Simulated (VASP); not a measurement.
# Lu (Pm-3m) in VASP: a series of runs, part 2 of 2

VASP 6.6.1. Earlier steps stand in the parts before.

**3. Single point, PBE (30.35 Å³/atom)**

This run uses another cell than the first one, of 30.35 Å³/atom.

Contents of INCAR:

```
SYSTEM = Lu
  PREC = Accurate
  ENCUT = 520
  EDIFF = 1E-7
  ISMEAR = -1
  SIGMA = 0.1
  LREAL = .False.
  LASPH = .True.
  NELM = 60
  ALGO = Normal
  ISIF = 2
  LWAVE = .False.
  LCHARG = .True.
  GGA = PE
  LELF = .True.
  LVHAR = .True.
  NBANDS = 18
```

Contents of KPOINTS:

```
regular mesh
0
Gamma
  11 11 11
  0 0 0
```

Contents of POSCAR:

```
Lu
1.0
    3.1193301053      0.0000000000      0.0000000000
    0.0000000000      3.1193301053      0.0000000000
    0.0000000000      0.0000000000      3.1193301053
Lu
1
Direct
    0.0000000000      0.0000000000      0.0000000000
```

Potentials or basis: VASP PAW PBE potentials, release 64 (Lu).

Command:

```
$ cat potpaw_PBE.64/Lu/POTCAR > POTCAR
$ mpirun -np 1 vasp_std > vasp.out
```

OUTCAR:

```text
SYSTEM = Lu
   PREC = Accurate
   ENCUT = 520
   EDIFF = 1E-7
   ISMEAR = -1
   LREAL = .False.
   LASPH = .True.
   NELM = 60
   ISIF = 2
   GGA = PE

 ion  position               nearest neighbor table
   1  0.000  0.000  0.000-

  LATTYP: Found a simple cubic cell.
 ALAT       =     3.1193301053

  Lattice vectors:

 A1 = (   3.1193301053,   0.0000000000,   0.0000000000)
 A2 = (   0.0000000000,   3.1193301053,   0.0000000000)
 A3 = (   0.0000000000,   0.0000000000,   3.1193301053)

Analysis of symmetry for initial positions (statically):
=====================================================================
 Subroutine PRICEL returns:
 Original cell was already a primitive cell.

 Routine SETGRP: Setting up the symmetry group for a
 simple cubic supercell.

 Subroutine GETGRP returns: Found 48 space group operations
 (whereof 48 operations were pure point group operations)
 out of a pool of 48 trial point group operations.

The static configuration has the point symmetry O_h .

Analysis of symmetry for dynamics (positions and initial velocities):
=====================================================================
 Subroutine PRICEL returns:
 Original cell was already a primitive cell.

 Routine SETGRP: Setting up the symmetry group for a
 simple cubic supercell.

 Subroutine GETGRP returns: Found 48 space group operations
 (whereof 48 operations were pure point group operations)
 out of a pool of 48 trial point group operations.

The dynamic configuration has the point symmetry O_h .

 Subroutine INISYM returns: Found 48 space group operations
 (whereof 48 operations are pure point group operations),
 and found     1 'primitive' translations

----------------------------------------------------------------------------------------

                                     Primitive cell

  volume of cell :      30.3518

  direct lattice vectors                    reciprocal lattice vectors
     3.119330105  0.000000000  0.000000000     0.320581653  0.000000000  0.000000000
     0.000000000  3.119330105  0.000000000     0.000000000  0.320581653  0.000000000
     0.000000000  0.000000000  3.119330105     0.000000000  0.000000000  0.320581653

  length of vectors
     3.119330105  3.119330105  3.119330105     0.320581653  0.320581653  0.320581653

  position of ions in fractional coordinates (direct lattice)
     0.000000000  0.000000000  0.000000000

  ion indices of the primitive-cell ions
   primitive index   ion index
                 1           1

----------------------------------------------------------------------------------------

 KPOINTS: regular mesh

Automatic generation of k-mesh.
 Grid dimensions read from file:
 generate k-points for:   11   11   11

 Generating k-lattice:

  Cartesian coordinates                     Fractional coordinates (reciprocal lattice)
     0.029143787  0.000000000  0.000000000     0.090909091  0.000000000  0.000000000
     0.000000000  0.029143787  0.000000000     0.000000000  0.090909091  0.000000000
     0.000000000  0.000000000  0.029143787     0.000000000  0.000000000  0.090909091

  Length of vectors
     0.029143787  0.029143787  0.029143787

  Shift w.r.t. Gamma in fractional coordinates (k-lattice)
     0.000000000  0.000000000  0.000000000

 Subroutine IBZKPT returns following result:
 ===========================================

 Found     56 irreducible k-points:

 Following reciprocal coordinates:
            Coordinates               Weight
  0.000000  0.000000  0.000000      1.000000
  0.090909  0.000000  0.000000      6.000000
  0.181818  0.000000  0.000000      6.000000
  0.272727  0.000000  0.000000      6.000000
  0.363636  0.000000  0.000000      6.000000
  0.454545  0.000000  0.000000      6.000000
[... 16 lines left out ...]
  0.181818  0.090909  0.090909     24.000000
  0.272727  0.090909  0.090909     24.000000
 [... further k-points ...]
   k-points           NKPTS =     56   k-points in BZ     NKDIM =     56   number of bands    NBANDS=     18
   number of dos      NEDOS =    301   number of ions     NIONS =      1
   total plane-waves  NPLWV =  13824
   dimension x,y,z NGX =    24 NGY =   24 NGZ =   24
   dimension x,y,z NGXF=    48 NGYF=   48 NGZF=   48
   ions per type =               1
   NGX,Y,Z   is equivalent  to a cutoff of  12.79, 12.79, 12.79 a.u.
   NGXF,Y,Z  is equivalent  to a cutoff of  25.58, 25.58, 25.58 a.u.
 SYSTEM =  Lu
   PREC   = accura    normal or accurate (medium, high low for compatibility)
   ISTART =      0    job   : 0-new  1-cont  2-samecut
   ICHARG =      2    charge: 1-file 2-atom 10-const
   ISPIN  =      1    spin polarized calculation?
   LNONCOLLINEAR =      F non collinear calculations
   LSORBIT =      F    spin-orbit coupling
   LASPH  =      T    aspherical Exc in radial PAW
   ENCUT  =  520.0 eV  38.22 Ry    6.18 a.u.   5.80  5.80  5.80*2*pi/ulx,y,z
   NELM   =     60;   NELMIN=  2; NELMDL= -5     # of ELM steps
   EDIFF  = 0.1E-06   stopping-criterion for ELM
   LREAL  =      F    real-space projection
   EDIFFG = 0.1E-05   stopping-criterion for IOM
   NSW    =      0    number of steps for IOM
   IBRION =     -1    ionic relax: 0-MD 1-quasi-New 2-CG
   NFREE  =      0    steps in history (QN), initial steepest desc. (CG)
   ISIF   =      2    stress and relaxation
   ISYM   =      2    0-nonsym 1-usesym 2-fastsym
   POTIM  = 0.5000    time-step for ionic-motion
   TEBEG  =    0.0;   TEEND  =   0.0 temperature during run
   PSTRESS=    0.0 pullay stress
   NELECT =      25.0000    total number of electrons
   NUPDOWN=      -1.0000    fix difference up-down
   EMIN   =  10.00;   EMAX   =-10.00  energy-range for DOS
   EFERMI =   0.00;   METHOD = LEGACY
   ISMEAR =    -1;   SIGMA  =   0.10  broadening in eV -4-tet -1-fermi 0-gaus
   EFERMI_NEDOS =   21; number of points for ismear=-14 and -15
   IALGO  =     38    algorithm
   IMIX   =      4    mixing-type and parameters
     AMIX     =   0.40;   BMIX     =  1.00
     AMIX_MAG =   1.60;   BMIX_MAG =  1.00
  volume/ion in A,a.u.               =      30.35       204.82
  Fermi-wavevector in a.u.,A,eV,Ry     =   1.534594  2.899962 32.041431  2.354979
  Thomas-Fermi vector in A             =   2.641500
   LORBIT       =      0    0 simple, 1 ext, 2 COOP (PROOUT), +10 PAW based schemes
   GGA     = PE    functional components
   LHFCALC =     F    Hartree Fock is set to
   AEXX    =    0.0000 exact exchange contribution
   IVDW    =     0    specifies the selected vdW correction
   LEPSILON=     F    determine dielectric tensor
   LRPA    =     F    only Hartree local field effects (RPA)
 non-spin polarized calculation
  energy-cutoff  :      520.00
  volume of cell :       30.35
 maximum number of plane-waves:       840
 NGX is ok and might be reduce to    24
   NGX = 11   NGY = 11   NGZ = 11

 number of electron      24.9999993 magnetization

 Free energy of the ion-electron system (eV)
  ---------------------------------------------------
  ext. energy  EPLUGINS =         0.00000000
  ---------------------------------------------------
  free energy    TOTEN  =        -3.67685864 eV

  energy without entropy =       -3.61633061  energy(sigma->0) =       -3.64659462

 E-fermi :   2.0240     XC(G=0): -10.4153

 val. band max:        2.0196070997   @ k =   0.1818   0.0909   0.0909
 cond. band min:       2.0251838995   @ k =   0.4545   0.3636   0.3636
 fundamental gap:      0.0055767998
 Fermi energy:         2.0240491820

 k-point     1 :       0.0000    0.0000    0.0000
  band No.  band energies     occupation
      1     -54.5291      2.00000
      2     -24.8843      2.00000
      3     -24.8843      2.00000
      4     -24.8843      2.00000
      5      -3.7938      2.00000
      6      -3.2701      2.00000
[... 10 lines left out ...]
     17       8.5294      0.00000
     18      13.2039      0.00000

 k-point     2 :       0.0909    0.0000    0.0000
  band No.  band energies     occupation
      1     -54.5262      2.00000
      2     -24.9413      2.00000
      3     -24.8795      2.00000
      4     -24.8795      2.00000
      5      -3.6111      2.00000
      6      -3.2737      2.00000
[... 10 lines left out ...]
     17       8.5548      0.00000
     18      12.2657      0.00000
[... 442 lines left out ...]
 k-point    24 :       0.2727    0.0909    0.0909
  band No.  band energies     occupation
      1     -54.5019      2.00000
      2     -25.2699      2.00000
      3     -24.9032      2.00000
      4     -24.8977      2.00000
      5      -3.2959      2.00000
      6      -3.2893      2.00000
[... 10 lines left out ...]
     17       8.0109      0.00000
     18      10.7465      0.00000

 [... further k-points ...]

------------------------ aborting loop because EDIFF is reached ----------------------------------------

  FORCE on cell =-STRESS in cart. coord.  units (eV):
  Direction    XX          YY          ZZ          XY          YZ          ZX
  --------------------------------------------------------------------------------------
  -------------------------------------------------------------------------------------
  Total        0.5451485      0.5451485      0.5451485      0.0000000      0.0000000      0.0000000
  in kB       28.7767293     28.7767293     28.7767293      0.0000000      0.0000000      0.0000000
  external PRESSURE =      28.7767293 kB  Pullay stress =       0.0000000 kB

 VOLUME and BASIS-vectors are now :
 -----------------------------------------------------------------------------
  energy-cutoff  :      520.00
  volume of cell :       30.35
      direct lattice vectors                 reciprocal lattice vectors
     3.119330105  0.000000000  0.000000000     0.320581653  0.000000000  0.000000000
     0.000000000  3.119330105  0.000000000     0.000000000  0.320581653  0.000000000
     0.000000000  0.000000000  3.119330105     0.000000000  0.000000000  0.320581653

 POSITION                                       TOTAL-FORCE (eV/Angst)
 -----------------------------------------------------------------------------------
      0.00000      0.00000      0.00000         0.000000      0.000000      0.000000
 -----------------------------------------------------------------------------------
    total drift:                                0.000000     -0.000000      0.000000

  FREE ENERGIE OF THE ION-ELECTRON SYSTEM (eV)
  ---------------------------------------------------
  free  energy   TOTEN  =        -3.6768586411 eV

  energy  without entropy=       -3.6163306053  energy(sigma->0) =       -3.64659462
```

stdout:

```text
POSCAR found type information on POSCAR Lu
 POSCAR found :  1 types and       1 ions
 scaLAPACK will be used
 LDA part: xc-table for (Slater+PW92), standard interpolation
 POSCAR, INCAR and KPOINTS ok, starting setup
 FFT: planning ... GRIDC
 FFT: planning ... GRID_SOFT
 FFT: planning ... GRID
 WAVECAR not read
 entering main loop
```

It took 21 s on 1 thread of Intel Xeon Platinum 8259CL at 2.50GHz (Skylake/Cascade Lake), shared host; peak memory 0.14 GiB.

Results:

- Free energy: -3.6769 eV
- Pressure: 2.9 GPa
- Band gap on the k mesh: zero (an odd number of electrons rules out a gap without spin polarisation)

Levels at points of the mesh, in eV from the Fermi level:
```tsv
k point	band 10	band 11	band 12	band 13	band 14	band 15
(0.00, 0.00, 0.00)	-5.26	-5.26	-5.22	-0.48	-0.48	6.51
```

Caveat: spin-orbit coupling is left out, which moves the levels of the heavy elements.

The gap in the log of VASP goes by the Fermi energy; the results here count the filled bands.